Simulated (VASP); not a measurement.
Write the native input for VASP 6.6.1 that does the following.

```yaml
Task: single point
Functional: PBE
Potentials_or_basis: VASP PAW PBE potentials, release 64 (Ir_sv_GW)
Cutoff: 500 eV
k_mesh: 12 × 12 × 12
Occupations: gaussian, width 0.05 eV
Spin: non-collinear spin, zero start, spin-orbit coupling
Starting_moments: "[[0.0, 0.0, 0.0]] μB"
Dipole_correction: no
Second_run: valence_matched
Further_INCAR_settings: ALGO = Normal; EDIFF = 1e-06; NBANDS = 28
```

The structure of Ir lies in POSCAR:

```
Ir
1.0
    0.0000000000      1.9200010851      1.9200010851
    1.9200010851      0.0000000000      1.9200010851
    1.9200010851      1.9200010851      0.0000000000
Ir
1
Direct
    0.0000000000      0.0000000000      0.0000000000
```

The input as run:

INCAR

```
ALGO = Normal ; EDIFF = 1E-6
ENCUT = 500 ; GGA = PE
GGA_COMPAT = F ; ISIF = 2
ISMEAR = 0 ; LASPH = T
LCHARG = F ; LMAXMIX = 4
LNONCOLLINEAR = T ; LORBIT = 11
LORBMOM = T ; LREAL = F
LSORBIT = T ; LWAVE = F
MAGMOM = 0 0 0 ; NBANDS = 28
NELM = 200 ; PREC = Accurate
SIGMA = 0.05
```

KPOINTS

```
k-points
0
Gamma
  12 12 12
```

Potentials or basis: VASP PAW PBE potentials, release 64 (Ir_sv_GW).

Launch:

```sh
$ cat potpaw_PBE.64/Ir_sv_GW/POTCAR > POTCAR
$ mpirun -np 1 vasp_ncl > vasp.out
```

Results of the run:

```yaml
Pressure: 7.0 GPa
Net_moment: 0.00 μB per cell
Valence_electrons_inside_the_program's_atomic_spheres: Ir 16.36
```

Wall time 51 s on 1 thread of Intel(R) Xeon(R) Platinum 8259CL CPU @ 2.50GHz (Skylake/Cascade Lake) (shared host), peak memory 0.21 GiB.
